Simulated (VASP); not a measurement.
# AlNi2 (P-3m1) in VASP: further runs

The runs below take AlNi2 through relaxation of shape and atoms at fixed volume, with PBEsol.

Everything below comes from runs of VASP 6.6.1. Logs are shortened: lines on timing, memory, paths and dates and some standing lists are left out, and cuts for length are marked.

### 1 The cell of the first run

It takes space group P-3m1 (No. 164, trigonal). Conventional cell: a = 4.101 Å, b = 4.101 Å, c = 5.069 Å, α = 90.00°, β = 90.00°, γ = 120.00°. Al (site symmetry 3m) has 11 Ni at 2.44 to 2.83 Å and 3 Al at 3.08 Å within 3.2 Å. Within 3.2 Å of Ni (site symmetry 3m) lie 5 Al at 2.44 to 2.56 Å and 9 Ni at 2.55 to 3.05 Å. Ni (site symmetry -3m) has 8 Ni at 2.53 to 2.55 Å and 6 Al at 2.83 Å within 3.3 Å. Ni (site symmetry -3m) has 8 Ni at 2.53 to 2.84 Å and 6 Al at 2.57 Å within 3.3 Å.

### 2 Relaxation of shape and atoms at fixed volume, PBEsol (12.31 Å³/atom)

File INCAR:

```
PREC = Accurate
ENCUT = 600
EDIFF = 1E-7
ISMEAR = 0
SIGMA = 0.1
LREAL = False
LASPH = True
NELM = 60
ALGO = Fast
ISIF = 4
LWAVE = False
LCHARG = False
GGA = PS
IBRION = 2
NSW = 50
EDIFFG = -0.01
```

File KPOINTS:

```
Automatic mesh
0
Gamma
  12 12 8
```

File POSCAR:

```
AlNi2
1.0
    4.1013572755      0.0000000000      0.0000000000
   -2.0506786378      3.5518795906      0.0000000000
    0.0000000000      0.0000000000      5.0689865877
Al Ni
2 4
Direct
    0.3333333333      0.6666666667      0.1947094051
    0.6666666667      0.3333333333      0.8052905949
    0.3333333333      0.6666666667      0.6889891415
    0.6666666667      0.3333333333      0.3110108585
    0.0000000000      0.0000000000      0.5000000000
    0.0000000000      0.0000000000      0.0000000000
```

Potentials or basis: VASP PAW PBE potentials, release 64 (Al, Ni).

Launch:

```bash
$ cat potpaw_PBE.64/Al/POTCAR potpaw_PBE.64/Ni/POTCAR > POTCAR
$ mpirun -np 1 vasp_std > vasp.out
```

OUTCAR:

```text
PREC = Accurate
   ENCUT = 600
   EDIFF = 1E-7
   ISMEAR = 0
   LREAL = False
   LASPH = True
   NELM = 60
   ISIF = 4
   GGA = PS
   IBRION = 2
   NSW = 50
   EDIFFG = -0.01

 ion  position               nearest neighbor table
   1  0.333  0.667  0.195-   4 2.44   4 2.44   4 2.44   3 2.51   3 2.56   6 2.57   6 2.57   6 2.57
                             5 2.83   5 2.83   5 2.83   2 3.08   2 3.08   2 3.08
   2  0.667  0.333  0.805-   3 2.44   3 2.44   3 2.44   4 2.51   4 2.56   6 2.57   6 2.57   6 2.57
                             5 2.83   5 2.83   5 2.83   1 3.08   1 3.08   1 3.08
   3  0.333  0.667  0.689-   2 2.44   2 2.44   2 2.44   1 2.51   5 2.55   5 2.55   5 2.55   1 2.56
                             6 2.84   6 2.84   6 2.84   4 3.05   4 3.05   4 3.05
   4  0.667  0.333  0.311-   1 2.44   1 2.44   1 2.44   2 2.51   5 2.55   5 2.55   5 2.55   2 2.56
                             6 2.84   6 2.84   6 2.84   3 3.05   3 3.05   3 3.05
   5  0.000  0.000  0.500-   6 2.53   6 2.53   3 2.55   4 2.55   4 2.55   3 2.55   4 2.55   3 2.55
                             1 2.83   2 2.83   1 2.83   2 2.83   2 2.83   1 2.83
   6  0.000  0.000  0.000-   5 2.53   5 2.53   1 2.57   2 2.57   2 2.57   1 2.57   2 2.57   1 2.57
                             3 2.84   4 2.84   4 2.84   3 2.84   3 2.84   4 2.84

  LATTYP: Found a hexagonal cell.
 ALAT       =     4.1013572755
 C/A-ratio  =     1.2359290467

  Lattice vectors:

 A1 = (   4.1013572755,   0.0000000000,   0.0000000000)
 A2 = (  -2.0506786378,   3.5518795906,   0.0000000000)
 A3 = (   0.0000000000,   0.0000000000,   5.0689865877)

Analysis of symmetry for initial positions (statically):
=====================================================================
 Subroutine PRICEL returns:
 Original cell was already a primitive cell.

 Routine SETGRP: Setting up the symmetry group for a
 hexagonal supercell.

 Subroutine GETGRP returns: Found 12 space group operations
 (whereof 12 operations were pure point group operations)
 out of a pool of 24 trial point group operations.

The static configuration has the point symmetry D_3d.

Analysis of symmetry for dynamics (positions and initial velocities):
=====================================================================
 Subroutine PRICEL returns:
 Original cell was already a primitive cell.

 Routine SETGRP: Setting up the symmetry group for a
 hexagonal supercell.

 Subroutine GETGRP returns: Found 12 space group operations
 (whereof 12 operations were pure point group operations)
 out of a pool of 24 trial point group operations.

[... 112 lines left out ...]
   IBRION =      2    ionic relax: 0-MD 1-quasi-New 2-CG
   NFREE  =      1    steps in history (QN), initial steepest desc. (CG)
   ISIF   =      4    stress and relaxation
   ISYM   =      2    0-nonsym 1-usesym 2-fastsym
   POTIM  = 0.5000    time-step for ionic-motion
   TEBEG  =    0.0;   TEEND  =   0.0 temperature during run
   PSTRESS=    0.0 pullay stress
   NELECT =      46.0000    total number of electrons
   NUPDOWN=      -1.0000    fix difference up-down
   EMIN   =  10.00;   EMAX   =-10.00  energy-range for DOS
   EFERMI =   0.00;   METHOD = LEGACY
   ISMEAR =     0;   SIGMA  =   0.10  broadening in eV -4-tet -1-fermi 0-gaus
   EFERMI_NEDOS =   21; number of points for ismear=-14 and -15
   IALGO  =     68    algorithm
   IMIX   =      4    mixing-type and parameters
     AMIX     =   0.40;   BMIX     =  1.00
     AMIX_MAG =   1.60;   BMIX_MAG =  1.00
  volume/ion in A,a.u.               =      12.31        83.05
  Fermi-wavevector in a.u.,A,eV,Ry     =   1.398165  2.642149 26.597561  1.954866
  Thomas-Fermi vector in A             =   2.521350
   LORBIT       =      0    0 simple, 1 ext, 2 COOP (PROOUT), +10 PAW based schemes
   GGA     = PS    functional components
   LHFCALC =     F    Hartree Fock is set to
   AEXX    =    0.0000 exact exchange contribution
   IVDW    =     0    specifies the selected vdW correction
   LEPSILON=     F    determine dielectric tensor
   LRPA    =     F    only Hartree local field effects (RPA)
 conjugate gradient relaxation of ions
 non-spin polarized calculation
 RMM-DIIS sequential band-by-band and
 Gauss-broadening in eV      SIGMA  =   0.10
  energy-cutoff  :      600.00
  volume of cell :       73.84
 maximum number of plane-waves:      2498
 NGX is ok and might be reduce to    36
   NGX = 17   NGY = 17   NGZ = 21

--------------------------------------- Ionic step        1  -------------------------------------------

 number of electron      45.9999997 magnetization

 Free energy of the ion-electron system (eV)
  ---------------------------------------------------
  ext. energy  EPLUGINS =         0.00000000
  ---------------------------------------------------
  free energy    TOTEN  =       -35.49815334 eV

  energy without entropy =      -35.48288438  energy(sigma->0) =      -35.49051886

------------------------ aborting loop because EDIFF is reached ----------------------------------------

  FORCE on cell =-STRESS in cart. coord.  units (eV):
  Direction    XX          YY          ZZ          XY          YZ          ZX
  --------------------------------------------------------------------------------------
  -------------------------------------------------------------------------------------
  Total       -6.6952306     -6.6952306     -6.6061518      0.0000000      0.0000000      0.0000000
  in kB     -145.2677274   -145.2677274   -143.3349662      0.0000000      0.0000000      0.0000000
  external PRESSURE =    -144.6234737 kB  Pullay stress =       0.0000000 kB
[... 307 lines left out ...]
--------------------------------------- Ionic step        9  -------------------------------------------

 number of electron      45.9999996 magnetization

 Free energy of the ion-electron system (eV)
  ---------------------------------------------------
  ext. energy  EPLUGINS =         0.00000000
  ---------------------------------------------------
  free energy    TOTEN  =       -35.49842632 eV

  energy without entropy =      -35.48327436  energy(sigma->0) =      -35.49085034

 E-fermi :   8.6731     XC(G=0): -12.2498

 val. band max:        8.6699185504   @ k =  -0.1667   0.5000   0.3750
 cond. band min:       8.6798070571   @ k =   0.2500   0.1667   0.2500
 fundamental gap:      0.0098885067
 Fermi energy:         8.6731302581

 k-point     1 :       0.0000    0.0000    0.0000
  band No.  band energies     occupation
      1      -1.2463      2.00000
      2       3.7258      2.00000
      3       4.0214      2.00000
      4       5.3078      2.00000
      5       5.3078      2.00000
      6       5.7922      2.00000
[... 709 lines left out ...]
     26      12.1858      0.00000
     27      13.3338      0.00000

 [... further k-points ...]
[... 5 lines left out ...]
  --------------------------------------------------------------------------------------
  -------------------------------------------------------------------------------------
  Total       -6.6636620     -6.6636620     -6.6478168      0.0000000      0.0000000     -0.0000000
  in kB     -144.5827772   -144.5827772   -144.2389818      0.0000000      0.0000000     -0.0000000
  external PRESSURE =    -144.4681787 kB  Pullay stress =       0.0000000 kB
[... 21 lines left out ...]
  FREE ENERGIE OF THE ION-ELECTRON SYSTEM (eV)
  ---------------------------------------------------
  free  energy   TOTEN  =       -35.4984263245 eV

  energy  without entropy=      -35.4832743642  energy(sigma->0) =      -35.49085034

 reached required accuracy - stopping structural energy minimisation
```

OSZICAR:

```text
N       E                     dE             d eps       ncg     rms          rms(c)
DAV:   1     0.302741476293E+03    0.30274E+03   -0.22395E+04  7074   0.233E+03
[... 87 lines left out ...]
DAV:   1    -0.354984223993E+02   -0.34011E-04   -0.28047E-02  7086   0.103E+00    0.212E-02
RMM:   2    -0.354984390133E+02   -0.16614E-04   -0.15237E-04  7075   0.158E-01    0.430E-02
RMM:   3    -0.354984295204E+02    0.94929E-05   -0.47693E-05  7074   0.825E-02    0.173E-02
RMM:   4    -0.354984294583E+02    0.62128E-07   -0.17100E-05  7087   0.478E-02    0.186E-02
RMM:   5    -0.354984274018E+02    0.20565E-05   -0.11709E-05  7084   0.398E-02    0.115E-02
RMM:   6    -0.354984263144E+02    0.10874E-05   -0.40107E-06  7075   0.247E-02    0.179E-03
RMM:   7    -0.354984263245E+02   -0.10074E-07   -0.83946E-07  6805   0.896E-03
   9 F= -.35498426E+02 E0= -.35490850E+02  d E =-.379413E-04
```

CONTCAR:

```text
AlNi2
   1.00000000000000
     4.1002251687990032    0.0000000000234877    0.0000000000000001
    -2.0501125844291468    3.5508991574084146   -0.0000000000000001
     0.0000000000000001   -0.0000000000000000    5.0717861539380369
  Al              Ni
     2     4
Direct
     0.3333333332999970    0.6666666667000030    0.1961671652270332
     0.6666666667000030    0.3333333332999970    0.8038328347729669
     0.3333333332999970    0.6666666667000030    0.6897376523238457
     0.6666666667000030    0.3333333332999970    0.3102623476761542
     0.0000000000000000    1.0000000000000000    0.5000000000000000
     0.0000000000000000    1.0000000000000000    1.0000000000000000

  0.00000000E+00  0.00000000E+00  0.00000000E+00
  0.00000000E+00  0.00000000E+00  0.00000000E+00
  0.00000000E+00  0.00000000E+00  0.00000000E+00
  0.00000000E+00  0.00000000E+00  0.00000000E+00
  0.00000000E+00  0.00000000E+00  0.00000000E+00
  0.00000000E+00  0.00000000E+00  0.00000000E+00
```

Run time: 42 min. Hardware: 1 thread of Intel Xeon Platinum 8259CL at 2.50GHz (Skylake/Cascade Lake), shared host; peak memory 0.42 GiB.

What came out:

```yaml
Free_energy: -35.4984 eV
Energy_gained_by_relaxing: 0.0 meV/atom
Ionic_steps: 9
Pressure_after_relaxing: -14.4 GPa
Largest_force_after_relaxing: 0.007 eV/Å
Band_gap_on_the_k_mesh: zero (bands 23 and 24 overlap by 4.12 eV)
```

Forces on the atoms (eV/Å):
```
Al   0.000  0.000 -0.003
Al   0.000  0.000  0.003
Ni   0.000  0.000  0.007
Ni   0.000  0.000 -0.007
Ni   0.000  0.000  0.000
Ni   0.000  0.000  0.000
```

The path:
```tsv
step	energy change (eV)	largest force (eV/Å)	pressure (GPa)	volume (Å³)
1	0.0000	0.0304	-14.46	73.84
2	-0.0001	0.0216	-14.47	73.84
3	-0.0001	0.0128	-14.47	73.84
4	-0.0002	0.0116	-14.47	73.84
5	-0.0002	0.0115	-14.43	73.84
6	-0.0002	0.0126	-14.43	73.84
7	-0.0002	0.0144	-14.47	73.84
8	-0.0002	0.0154	-14.45	73.84
9	-0.0003	0.0071	-14.45	73.84
```

Final structure:
```
CELL_PARAMETERS angstrom
4.10023 0.00000 0.00000
-2.05011 3.55090 0.00000
0.00000 0.00000 5.07179
ATOMIC_POSITIONS crystal
Al 0.33333 0.66667 0.19617
Al 0.66667 0.33333 0.80383
Ni 0.33333 0.66667 0.68974
Ni 0.66667 0.33333 0.31026
Ni 0.00000 0.00000 0.50000
Ni 0.00000 0.00000 0.00000
```

Levels at points of the mesh, in eV from the Fermi level:
```csv
k point,band 20,band 21,band 22,band 23,band 24,band 25,band 26,band 27
"(0.00, 0.00, 0.00)",-0.58,-0.46,-0.46,0.60,3.06,3.06,3.58,3.58
"(0.50, 0.00, 0.00)",-0.71,-0.66,-0.56,-0.48,-0.28,0.81,1.66,3.06
"(0.00, 0.00, 0.50)",-0.64,-0.61,-0.61,3.80,3.94,3.94,4.03,4.03
"(0.50, 0.00, 0.50)",-0.85,-0.73,-0.57,-0.34,-0.25,1.62,1.72,3.09
```

Caveat: the PAW data sets were made with another functional, which shifts forces and pressure a little. Spin polarisation is off, so any magnetic state and its effect on volume and gap are missing.

### 3 Relaxation of shape and atoms at fixed volume, PBEsol (10.18 Å³/atom)

This run uses another cell than the first one, of 10.18 Å³/atom.

File INCAR:

```
PREC     = Accurate       # precision mode
ENCUT    = 600            # plane-wave cutoff, eV
EDIFF    = 1E-7           # SCF threshold, eV
ISMEAR   = 0              # smearing method
SIGMA    = 0.1            # smearing width, eV
LREAL    = False          # projectors in reciprocal space
LASPH    = True           # aspherical terms in the spheres
NELM     = 60             # most SCF steps
ALGO     = Fast           # electronic algorithm
ISIF     = 4              # what is computed and relaxed
LWAVE    = False          # write WAVECAR
LCHARG   = False          # write CHGCAR
GGA      = PS             # functional
IBRION   = 2              # ionic algorithm
NSW      = 50             # ionic steps
EDIFFG   = -0.01          # ionic threshold
```

KPOINTS is that of step 2.

File POSCAR:

```
AlNi2
1.0
    3.8532686896      0.0000000000      0.0000000000
   -1.9266343448      3.3370285727      0.0000000000
    0.0000000000      0.0000000000      4.7507969409
Al Ni
2 4
Direct
    0.3333333333      0.6666666667      0.1908702364
    0.6666666667      0.3333333333      0.8091297636
    0.3333333333      0.6666666667      0.6865098744
    0.6666666667      0.3333333333      0.3134901256
    0.0000000000      0.0000000000      0.5000000000
    0.0000000000      0.0000000000      0.0000000000
```

Potentials or basis: VASP PAW PBE potentials, release 64 (Al, Ni).

Launch:

```bash
$ cat potpaw_PBE.64/Al/POTCAR potpaw_PBE.64/Ni/POTCAR > POTCAR
$ mpirun -np 1 vasp_std > vasp.out
```

OUTCAR:

```text
PREC = Accurate
   ENCUT = 600
   EDIFF = 1E-7
   ISMEAR = 0
   LREAL = False
   LASPH = True
   NELM = 60
   ISIF = 4
   GGA = PS
   IBRION = 2
   NSW = 50
   EDIFFG = -0.01

 ion  position               nearest neighbor table
   1  0.333  0.667  0.191-   4 2.30   4 2.30   4 2.30   3 2.35   3 2.40   6 2.40   6 2.40   6 2.40
                             5 2.67   5 2.67   5 2.67   2 2.87   2 2.87   2 2.87
   2  0.667  0.333  0.809-   3 2.30   3 2.30   3 2.30   4 2.35   4 2.40   6 2.40   6 2.40   6 2.40
                             5 2.67   5 2.67   5 2.67   1 2.87   1 2.87   1 2.87
   3  0.333  0.667  0.687-   2 2.30   2 2.30   2 2.30   1 2.35   5 2.39   5 2.39   5 2.39   1 2.40
                             6 2.68   6 2.68   6 2.68   4 2.84   4 2.84   4 2.84
   4  0.667  0.333  0.313-   1 2.30   1 2.30   1 2.30   2 2.35   5 2.39   5 2.39   5 2.39   2 2.40
[... 324 lines left out ...]
  ---------------------------------------------------
  ext. energy  EPLUGINS =         0.00000000
  ---------------------------------------------------
  free energy    TOTEN  =       -35.43871356 eV

  energy without entropy =      -35.42634052  energy(sigma->0) =      -35.43252704

 E-fermi :  11.3206     XC(G=0): -13.2493

 val. band max:       11.3178800035   @ k =   0.2500   0.1667   0.2500
 cond. band min:      11.3322919902   @ k =   0.1667   0.1667   0.1250
 fundamental gap:      0.0144119867
 Fermi energy:        11.3205735041

 k-point     1 :       0.0000    0.0000    0.0000
  band No.  band energies     occupation
      1      -0.0021      2.00000
      2       5.6376      2.00000
      3       5.7322      2.00000
      4       6.9717      2.00000
      5       6.9717      2.00000
      6       7.4760      2.00000
[... 709 lines left out ...]
     26      15.5781      0.00000
     27      16.9621      0.00000

 [... further k-points ...]
[... 5 lines left out ...]
  --------------------------------------------------------------------------------------
  -------------------------------------------------------------------------------------
  Total        8.4178561      8.4178561      8.4449144      0.0000000      0.0000000      0.0000000
  in kB      220.7783041    220.7783041    221.4879726      0.0000000      0.0000000      0.0000000
  external PRESSURE =     221.0148603 kB  Pullay stress =       0.0000000 kB
[... 21 lines left out ...]
  FREE ENERGIE OF THE ION-ELECTRON SYSTEM (eV)
  ---------------------------------------------------
  free  energy   TOTEN  =       -35.4387135567 eV

  energy  without entropy=      -35.4263405192  energy(sigma->0) =      -35.43252704

 reached required accuracy - stopping structural energy minimisation
```

OSZICAR:

```text
N       E                     dE             d eps       ncg     rms          rms(c)
DAV:   1     0.319473727864E+03    0.31947E+03   -0.22653E+04  7074   0.246E+03
DAV:   2    -0.169787122364E+02   -0.33645E+03   -0.32867E+03  7083   0.436E+02
DAV:   3    -0.406919658972E+02   -0.23713E+02   -0.22095E+02  7420   0.148E+02
[... 47 lines left out ...]
RMM:   3    -0.354387197676E+02    0.14168E-05   -0.42927E-05  7074   0.761E-02    0.223E-02
RMM:   4    -0.354387135865E+02    0.61812E-05   -0.17303E-05  7087   0.503E-02    0.720E-03
RMM:   5    -0.354387139997E+02   -0.41322E-06   -0.62840E-06  7075   0.275E-02    0.896E-03
RMM:   6    -0.354387135172E+02    0.48251E-06   -0.21114E-06  7099   0.178E-02    0.131E-03
RMM:   7    -0.354387135567E+02   -0.39556E-07   -0.63761E-07  6478   0.755E-03
   4 F= -.35438714E+02 E0= -.35432527E+02  d E =-.491977E-04
```

It took 6.4 min on 1 thread of Intel Xeon 6975P-C (Granite Rapids), shared host; peak memory 0.36 GiB.

Results:

```
Free energy                  : -35.4387 eV
Energy gained by relaxing    : 0.0 meV/atom
Ionic steps                  : 4
Pressure after relaxing      : 22.1 GPa
Largest force after relaxing : 0.008 eV/Å
Band gap on the k mesh       : zero (bands 23 and 24 overlap by 4.42 eV)
```

Forces in eV/Å, atoms in the order of the input:
```
Al   0.000  0.000 -0.005
Al   0.000  0.000  0.005
Ni   0.000  0.000 -0.008
Ni   0.000  0.000  0.008
Ni   0.000  0.000  0.000
Ni   0.000  0.000  0.000
```

The path:
| step | energy change (eV) | largest force (eV/Å) | pressure (GPa) | volume (Å³) |
| --- | --- | --- | --- | --- |
| 1 | 0.0000 | 0.0181 | 22.10 | 61.09 |
| 2 | -0.0001 | 0.0129 | 22.13 | 61.09 |
| 3 | -0.0001 | 0.0123 | 22.12 | 61.09 |
| 4 | -0.0001 | 0.0083 | 22.10 | 61.09 |

Final structure:
```xyz
6
Lattice="3.8541 0.0000 0.0000 -1.9270 3.3377 0.0000 0.0000 0.0000 4.7488" Properties=species:S:1:pos:R:3 pbc="T T T"
Al    0.0000    2.2251    0.9040
Al    1.9270    1.1126    3.8449
Ni    0.0000    2.2251    3.2578
Ni    1.9270    1.1126    1.4910
Ni    3.8541    0.0000    2.3744
Ni    3.8541    0.0000    0.0000
```

Levels at points of the mesh, in eV from the Fermi level:
| k point | band 19 | band 20 | band 21 | band 22 | band 23 | band 24 | band 25 | band 26 | band 27 |
| --- | --- | --- | --- | --- | --- | --- | --- | --- | --- |
| (0.00, 0.00, 0.00) | -0.75 | -0.75 | -0.61 | -0.61 | 0.81 | 3.28 | 3.28 | 4.17 | 4.17 |
| (0.50, 0.00, 0.00) | -1.13 | -0.90 | -0.83 | -0.71 | -0.63 | -0.34 | 1.08 | 1.99 | 3.78 |
| (0.00, 0.00, 0.50) | -0.83 | -0.83 | -0.79 | -0.79 | 4.03 | 4.15 | 4.15 | 4.51 | 4.51 |
| (0.50, 0.00, 0.50) | -1.36 | -1.11 | -0.91 | -0.72 | -0.42 | -0.28 | 1.81 | 1.97 | 3.72 |

Caveat: the PAW data sets were made with another functional, which shifts forces and pressure a little. Spin polarisation is off, so any magnetic state and its effect on volume and gap are missing.

[end of part 1 of 2]
